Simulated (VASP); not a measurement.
YTe, 2 atoms in the cell. Symmetry: I4/mmm, No. 139, tetragonal system. The conventional cell has a = 4.310 Å, b = 4.310 Å, c = 6.156 Å, α = 90.00°, β = 90.00°, γ = 90.00°. Y (site symmetry 4/mmm) has 6 Te at 3.05 to 3.08 Å within 4.0 Å. Within 4.0 Å of Te (site symmetry 4/mmm) lie 6 Y at 3.05 to 3.08 Å.  This cell differs from its parent crystal: zz strain of +1 %.

| Quantity | Value |
| --- | --- |
| Program | VASP 6.6.1 |
| Task | electric field gradients |
| Functional | PBEsol |
| Potentials or basis | VASP PAW PBE potentials, release 64 (Y_sv, Te) |
| Cutoff | 520 eV |
| k mesh | 12 × 12 × 12 |
| Occupations | fermi-dirac, width 0.05 eV |
| Spin | no spin polarisation |
| Dipole correction | no |
| Further INCAR settings | ALGO = Normal; EDIFF = 1e-08; NBANDS = 16 |

Potentials or basis: VASP PAW PBE potentials, release 64 (Y_sv, Te).

The run is started by

```sh
$ cat potpaw_PBE.64/Y_sv/POTCAR potpaw_PBE.64/Te/POTCAR > POTCAR
$ mpirun -np 1 vasp_std > vasp.out
```

Hardware: 1 thread of Intel(R) Xeon(R) Platinum 8559C (Emerald Rapids), with other jobs on the host.

**Question.** How long does it take, and how much memory?

**Answer.** Wall time 74 s on 1 thread of Intel(R) Xeon(R) Platinum 8559C (Emerald Rapids), on a shared host, peak memory 0.31 GiB. Counts: scf iterations 16, k points 163.
